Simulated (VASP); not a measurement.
InAs3:

```
CELL_PARAMETERS angstrom
0.00000 3.46409 3.46409
3.46409 0.00000 3.46409
3.46409 3.46409 0.00000
ATOMIC_POSITIONS crystal
In 0.00000 0.00000 0.00000
As 0.25000 0.25000 0.25000
As 0.75000 0.75000 0.75000
As 0.50000 0.50000 0.50000
```

This cell differs from its parent crystal: Sb replaced by As, lengths x 0.936, strained.

Base run:

```yaml
Program: VASP 6.6.1
Functional: PBE
Potentials_or_basis: VASP PAW PBE potentials, release 64 (In_d, As)
Cutoff: 520 eV
k_mesh: 10 × 10 × 10
Occupations: gaussian, width 0.1 eV
Spin: no spin polarisation
```

Its results: band gap on the k mesh zero (band 14 reaches 7.73 eV, above the bottom of band 15 at 4.88 eV); pressure 0.1 GPa.

The run is repeated on the same cell with these changes: k mesh from 10 × 10 × 10 to 4 × 4 × 4. What comes out?

Band gap on the k mesh zero (band 14 reaches 7.77 eV, above the bottom of band 15 at 5.13 eV); pressure -0.8 GPa.

Caveats: some runs use coarse meshes; spin-orbit coupling is left out, which moves the levels of the heavy elements.
